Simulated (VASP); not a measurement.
# BAs (F-43m) in VASP: further runs

Runs on BAs. Level: PBE. Tasks: single point, relaxation of the atoms.

All numbers are computed with VASP 6.6.1; they aren't measurements. Logs are shortened: lines on timing, memory, paths and dates and some standing lists are left out, and cuts for length are marked.

## Step 1: The cell of the first run

The structure is cubic, space group F-43m (No. 216). The conventional cell has a = 4.777 Å, b = 4.777 Å, c = 4.777 Å, α = 90.00°, β = 90.00°, γ = 90.00°. B (site symmetry -43m) has 4 As at 2.07 Å within 2.7 Å. Within 2.7 Å of As (site symmetry -43m) lie 4 B at 2.07 Å.

## Step 2: Single point, PBE

Input file INCAR:

```
ALGO     = Normal         # electronic algorithm
EDIFF    = 1E-6           # SCF threshold, eV
ENCUT    = 520            # plane-wave cutoff, eV
GGA      = PE             # functional
ISIF     = 2              # what is computed and relaxed
ISMEAR   = -1             # smearing method
LASPH    = T              # aspherical terms in the spheres
LCHARG   = F              # write CHGCAR
LREAL    = F              # projectors in reciprocal space
LWAVE    = F              # write WAVECAR
NBANDS   = 11             # bands
NELM     = 60             # most SCF steps
PREC     = Accurate       # precision mode
SIGMA    = 0.02           # smearing width, eV
```

Input file KPOINTS:

```
k-points
0
Gamma
  10 10 10
```

Input file POSCAR:

```
BAs
1.0
    0.0000000000      2.3885000000      2.3885000000
    2.3885000000      0.0000000000      2.3885000000
    2.3885000000      2.3885000000      0.0000000000
B As
1 1
Direct
    0.0000000000      0.0000000000      0.0000000000
    0.2500000000      0.2500000000      0.2500000000
```

Potentials or basis: VASP PAW PBE potentials, release 64 (B, As).

The run is started by

```bash
> cat potpaw_PBE.64/B/POTCAR potpaw_PBE.64/As/POTCAR > POTCAR
> mpirun -np 1 vasp_std > vasp.out
```

OUTCAR:

```text
EDIFF = 1E-6
   ENCUT = 520
   GGA = PE
   ISIF = 2
   ISMEAR = -1
   LASPH = T
   LREAL = F
   NELM = 60
   PREC = Accurate

 ion  position               nearest neighbor table
   1  0.000  0.000  0.000-   2 2.07   2 2.07   2 2.07   2 2.07
   2  0.250  0.250  0.250-   1 2.07   1 2.07   1 2.07   1 2.07

  LATTYP: Found a face centered cubic cell.
 ALAT       =     4.7770000000

  Lattice vectors:

 A1 = (   0.0000000000,   2.3885000000,   2.3885000000)
 A2 = (   2.3885000000,   0.0000000000,   2.3885000000)
 A3 = (   2.3885000000,   2.3885000000,   0.0000000000)

Analysis of symmetry for initial positions (statically):
=====================================================================
 Subroutine PRICEL returns:
 Original cell was already a primitive cell.

 Routine SETGRP: Setting up the symmetry group for a
 face centered cubic supercell.

 Subroutine GETGRP returns: Found 24 space group operations
 (whereof 24 operations were pure point group operations)
 out of a pool of 48 trial point group operations.

The static configuration has the point symmetry T_d .

Analysis of symmetry for dynamics (positions and initial velocities):
=====================================================================
 Subroutine PRICEL returns:
 Original cell was already a primitive cell.

 Routine SETGRP: Setting up the symmetry group for a
 face centered cubic supercell.

 Subroutine GETGRP returns: Found 24 space group operations
 (whereof 24 operations were pure point group operations)
 out of a pool of 48 trial point group operations.

The dynamic configuration has the point symmetry T_d .

 Subroutine INISYM returns: Found 24 space group operations
 (whereof 24 operations are pure point group operations),
 and found     1 'primitive' translations

----------------------------------------------------------------------------------------

                                     Primitive cell

  volume of cell :      27.2525

  direct lattice vectors                    reciprocal lattice vectors
     0.000000000  2.388500000  2.388500000    -0.209336404  0.209336404  0.209336404
     2.388500000  0.000000000  2.388500000     0.209336404 -0.209336404  0.209336404
     2.388500000  2.388500000  0.000000000     0.209336404  0.209336404 -0.209336404

  length of vectors
     3.377849094  3.377849094  3.377849094     0.362581287  0.362581287  0.362581287

  position of ions in fractional coordinates (direct lattice)
     0.000000000  0.000000000  0.000000000
     0.250000000  0.250000000  0.250000000

  ion indices of the primitive-cell ions
   primitive index   ion index
                 1           1
                 2           2

----------------------------------------------------------------------------------------

 KPOINTS: k-points

Automatic generation of k-mesh.
 Grid dimensions read from file:
 generate k-points for:   10   10   10

 Generating k-lattice:

  Cartesian coordinates                     Fractional coordinates (reciprocal lattice)
    -0.020933640  0.020933640  0.020933640     0.100000000  0.000000000  0.000000000
     0.020933640 -0.020933640  0.020933640     0.000000000  0.100000000  0.000000000
     0.020933640  0.020933640 -0.020933640     0.000000000  0.000000000  0.100000000

  Length of vectors
     0.036258129  0.036258129  0.036258129

  Shift w.r.t. Gamma in fractional coordinates (k-lattice)
     0.000000000  0.000000000  0.000000000

 Subroutine IBZKPT returns following result:
 ===========================================

 Found     47 irreducible k-points:

 Following reciprocal coordinates:
            Coordinates               Weight
  0.000000  0.000000  0.000000      1.000000
  0.100000  0.000000  0.000000      8.000000
  0.200000  0.000000  0.000000      8.000000
  0.300000  0.000000  0.000000      8.000000
  0.400000  0.000000  0.000000      8.000000
  0.500000  0.000000  0.000000      4.000000
[... 16 lines left out ...]
  0.300000  0.300000  0.000000      6.000000
  0.400000  0.300000  0.000000     24.000000
 [... further k-points ...]
   k-points           NKPTS =     47   k-points in BZ     NKDIM =     47   number of bands    NBANDS=     11
   number of dos      NEDOS =    301   number of ions     NIONS =      2
   total plane-waves  NPLWV =  21952
   dimension x,y,z NGX =    28 NGY =   28 NGZ =   28
   dimension x,y,z NGXF=    56 NGYF=   56 NGZF=   56
   ions per type =               1   1
   NGX,Y,Z   is equivalent  to a cutoff of  13.78, 13.78, 13.78 a.u.
   NGXF,Y,Z  is equivalent  to a cutoff of  27.56, 27.56, 27.56 a.u.
 SYSTEM =  unknown system
   PREC   = accura    normal or accurate (medium, high low for compatibility)
   ISTART =      0    job   : 0-new  1-cont  2-samecut
   ICHARG =      2    charge: 1-file 2-atom 10-const
   ISPIN  =      1    spin polarized calculation?
   LNONCOLLINEAR =      F non collinear calculations
   LSORBIT =      F    spin-orbit coupling
   LASPH  =      T    aspherical Exc in radial PAW
   ENCUT  =  520.0 eV  38.22 Ry    6.18 a.u.   6.28  6.28  6.28*2*pi/ulx,y,z
   NELM   =     60;   NELMIN=  2; NELMDL= -5     # of ELM steps
   EDIFF  = 0.1E-05   stopping-criterion for ELM
   LREAL  =      F    real-space projection
   EDIFFG = 0.1E-04   stopping-criterion for IOM
   NSW    =      0    number of steps for IOM
   IBRION =     -1    ionic relax: 0-MD 1-quasi-New 2-CG
   NFREE  =      0    steps in history (QN), initial steepest desc. (CG)
   ISIF   =      2    stress and relaxation
   ISYM   =      2    0-nonsym 1-usesym 2-fastsym
   POTIM  = 0.5000    time-step for ionic-motion
   TEBEG  =    0.0;   TEEND  =   0.0 temperature during run
   PSTRESS=    0.0 pullay stress
   NELECT =       8.0000    total number of electrons
   NUPDOWN=      -1.0000    fix difference up-down
   EMIN   =  10.00;   EMAX   =-10.00  energy-range for DOS
   EFERMI =   0.00;   METHOD = LEGACY
   ISMEAR =    -1;   SIGMA  =   0.02  broadening in eV -4-tet -1-fermi 0-gaus
   EFERMI_NEDOS =   21; number of points for ismear=-14 and -15
   IALGO  =     38    algorithm
   IMIX   =      4    mixing-type and parameters
     AMIX     =   0.40;   BMIX     =  1.00
     AMIX_MAG =   1.60;   BMIX_MAG =  1.00
  volume/ion in A,a.u.               =      13.63        91.95
  Fermi-wavevector in a.u.,A,eV,Ry     =   1.088018  2.056057 16.106360  1.183784
  Thomas-Fermi vector in A             =   2.224191
   LORBIT       =      0    0 simple, 1 ext, 2 COOP (PROOUT), +10 PAW based schemes
   GGA     = PE    functional components
   LHFCALC =     F    Hartree Fock is set to
   AEXX    =    0.0000 exact exchange contribution
   IVDW    =     0    specifies the selected vdW correction
   LEPSILON=     F    determine dielectric tensor
   LRPA    =     F    only Hartree local field effects (RPA)
 non-spin polarized calculation
  energy-cutoff  :      520.00
  volume of cell :       27.25
 maximum number of plane-waves:       754
 NGX is ok and might be reduce to    28
   NGX = 13   NGY = 13   NGZ = 13

 number of electron       8.0000000 magnetization

 Free energy of the ion-electron system (eV)
  ---------------------------------------------------
  ext. energy  EPLUGINS =         0.00000000
  ---------------------------------------------------
  free energy    TOTEN  =       -11.40640277 eV

  energy without entropy =      -11.40640277  energy(sigma->0) =      -11.40640277

 E-fermi :   6.6010     XC(G=0): -10.5843

 val. band max:        6.1263305357   @ k =   0.0000   0.0000   0.0000
 cond. band min:       7.3017620259   @ k =   0.4000   0.4000   0.0000
 fundamental gap:      1.1754314903
 Fermi energy:         6.6009903022

 k-point     1 :       0.0000    0.0000    0.0000
  band No.  band energies     occupation
      1      -9.2749      2.00000
      2       6.1263      2.00000
      3       6.1263      2.00000
      4       6.1263      2.00000
      5       9.4028      0.00000
      6       9.4028      0.00000
      7       9.4028      0.00000
      8      10.8131      0.00000
      9      15.7090      0.00000
     10      19.0768      0.00000
     11      19.0768      0.00000

 k-point     2 :       0.1000    0.0000    0.0000
  band No.  band energies     occupation
      1      -9.1107      2.00000
      2       4.7309      2.00000
      3       5.8247      2.00000
      4       5.8247      2.00000
      5       9.5502      0.00000
      6       9.8001      0.00000
      7       9.8001      0.00000
      8      11.6850      0.00000
      9      16.3542      0.00000
     10      18.0093      0.00000
     11      18.0093      0.00000

 k-point     3 :       0.2000    0.0000    0.0000
  band No.  band energies     occupation
      1      -8.6264      2.00000
      2       2.3655      2.00000
      3       5.2500      2.00000
      4       5.2500      2.00000
      5       9.3351      0.00000
      6      10.5171      0.00000
      7      10.5171      0.00000
      8      13.3083      0.00000
      9      17.2898      0.00000
     10      17.2898      0.00000
     11      17.3527      0.00000

 k-point     4 :       0.3000    0.0000    0.0000
  band No.  band energies     occupation
      1      -7.8583      2.00000
      2       0.0738      2.00000
      3       4.7417      2.00000
      4       4.7417      2.00000
      5       9.0631      0.00000
      6      10.9192      0.00000
      7      10.9192      0.00000
      8      14.5734      0.00000
      9      17.4744      0.00000
     10      17.7372      0.00000
     11      17.7372      0.00000
[... 239 lines left out ...]
 k-point    22 :      -0.2000    0.2000    0.0000
  band No.  band energies     occupation
      1      -7.5949      2.00000
      2       0.6557      2.00000
      3       2.0531      2.00000
      4       4.8331      2.00000
      5      10.0597      0.00000
      6      11.2441      0.00000
      7      12.1365      0.00000
      8      13.1324      0.00000
      9      16.0106      0.00000
     10      18.7524      0.00000
     11      20.3077      0.00000

 k-point    23 :       0.3000    0.3000    0.0000
  band No.  band energies     occupation
      1      -7.3588      2.00000
      2       0.9138      2.00000
      3       2.9369      2.00000
      4       2.9369      2.00000
      5       7.5220      0.00000
      6       9.7837      0.00000
      7      14.5796      0.00000
      8      14.5796      0.00000
      9      17.1251      0.00000
     10      21.1915      0.00000
     11      21.2234      0.00000

 k-point    24 :       0.4000    0.3000    0.0000
  band No.  band energies     occupation
      1      -6.6308      2.00000
      2      -0.3314      2.00000
      3       2.1499      2.00000
      4       2.6401      2.00000
      5       7.8225      0.00000
      6       9.5221      0.00000
      7      14.9620      0.00000
      8      15.1948      0.00000
      9      18.1795      0.00000
     10      21.9433      0.00000
     11      21.9978      0.00000

 [... further k-points ...]

------------------------ aborting loop because EDIFF is reached ----------------------------------------

  FORCE on cell =-STRESS in cart. coord.  units (eV):
  Direction    XX          YY          ZZ          XY          YZ          ZX
  --------------------------------------------------------------------------------------
  -------------------------------------------------------------------------------------
  Total        0.5824742      0.5824742      0.5824742      0.0000000      0.0000000      0.0000000
  in kB       34.2437659     34.2437659     34.2437659      0.0000000      0.0000000      0.0000000
  external PRESSURE =      34.2437659 kB  Pullay stress =       0.0000000 kB

 VOLUME and BASIS-vectors are now :
 -----------------------------------------------------------------------------
  energy-cutoff  :      520.00
  volume of cell :       27.25
      direct lattice vectors                 reciprocal lattice vectors
     0.000000000  2.388500000  2.388500000    -0.209336404  0.209336404  0.209336404
     2.388500000  0.000000000  2.388500000     0.209336404 -0.209336404  0.209336404
     2.388500000  2.388500000  0.000000000     0.209336404  0.209336404 -0.209336404

 POSITION                                       TOTAL-FORCE (eV/Angst)
 -----------------------------------------------------------------------------------
      0.00000      0.00000      0.00000         0.000000     -0.000000     -0.000000
      1.19425      1.19425      1.19425        -0.000000      0.000000      0.000000
 -----------------------------------------------------------------------------------
    total drift:                               -0.000000     -0.000000     -0.000000

  FREE ENERGIE OF THE ION-ELECTRON SYSTEM (eV)
  ---------------------------------------------------
  free  energy   TOTEN  =       -11.4064027693 eV

  energy  without entropy=      -11.4064027693  energy(sigma->0) =      -11.40640277
```

Run time: 27 s. Hardware: 1 thread of Intel Xeon 8259CL, shared host; peak memory 0.16 GiB.

What came out:

```yaml
Free_energy: -11.4064 eV
Pressure: 3.4 GPa
Band_gap_on_the_k_mesh: 1.18 eV (least direct gap 3.28 eV)
```

Levels at points of the mesh, in eV from the valence-band top:
| k point | band 1 | band 2 | band 3 | band 4 | band 5 | band 6 | band 7 | band 8 | band 9 |
| --- | --- | --- | --- | --- | --- | --- | --- | --- | --- |
| (0.00, 0.00, 0.00) | -15.40 | 0.00 | 0.00 | 0.00 | 3.28 | 3.28 | 3.28 | 4.69 | 9.58 |
| (0.50, 0.00, 0.00) | -12.53 | -8.79 | -1.82 | -1.82 | 2.69 | 4.78 | 4.78 | 8.86 | 12.72 |
| (0.50, 0.50, 0.00) | -11.21 | -8.53 | -4.08 | -4.08 | 1.43 | 1.44 | 11.37 | 11.37 | 12.86 |

Caveat: the cell stands under pressure.

(Continued in part 2 of 2.)
